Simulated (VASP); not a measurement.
Runs of VASP 6.6.1 on AlAs. The structure is that of space group F-43m (No. 216), or close to it. The cells are those of the table. 

```csv
task,cell,gap on the mesh (eV),pressure (GPa)
relaxation of cell and atoms,"relaxed to 2 GPa from a = 4.013 Å, angles 60.0°, 2 atoms",1.29,2.0
single point,"a = 3.947 Å, angles 60.0°, 2 atoms",1.24,4.3
relaxation of cell and atoms,"relaxed to 4 GPa from a = 4.013 Å, angles 60.0°, 2 atoms",1.25,4.0
relaxation of cell and atoms,"relaxed to 1 GPa from a = 4.013 Å, angles 60.0°, 2 atoms",1.31,1.0
single point,"a = 3.815 Å, angles 60.0°, 2 atoms",1.03,(a)
single point,"a = 3.905 Å, angles 60.0°, 2 atoms",1.18,(c)
single point,"a = 3.978 Å, angles 60.0°, 2 atoms",1.29,2.3
single point,"a = 3.869 Å, angles 60.0°, 2 atoms",1.12,10.4
single point,"a = 3.995 Å, angles 60.0°, 2 atoms",1.31,1.3
relaxation of cell and atoms,"relaxed to 7 GPa from a = 4.013 Å, angles 60.0°, 2 atoms",(b),7.0
relaxation of cell and atoms,"relaxed to 15 GPa from a = 4.013 Å, angles 60.0°, 2 atoms",1.04,15.0
relaxation of cell and atoms,"relaxed to 10 GPa from a = 4.013 Å, angles 60.0°, 2 atoms",1.13,10.0
```

Alike in all rows: level PBEsol; potentials or basis VASP PAW PBE potentials, release 64 (Al, As); no spin polarisation; k mesh 8 × 8 × 8; cutoff (eV) 500; smearing gaussian 0.01 eV.

Q: Estimate the missing entries.

A: (a) 15.5; (b) 1.19; (c) 7.4.

Caveats: the PAW data sets were made with another functional, which shifts forces and pressure a little; the cell is relaxed towards a set pressure, so the enthalpy falls and the energy may rise (some runs).

A k mesh can miss the band edges, and the runs leave out spin-orbit coupling on As.
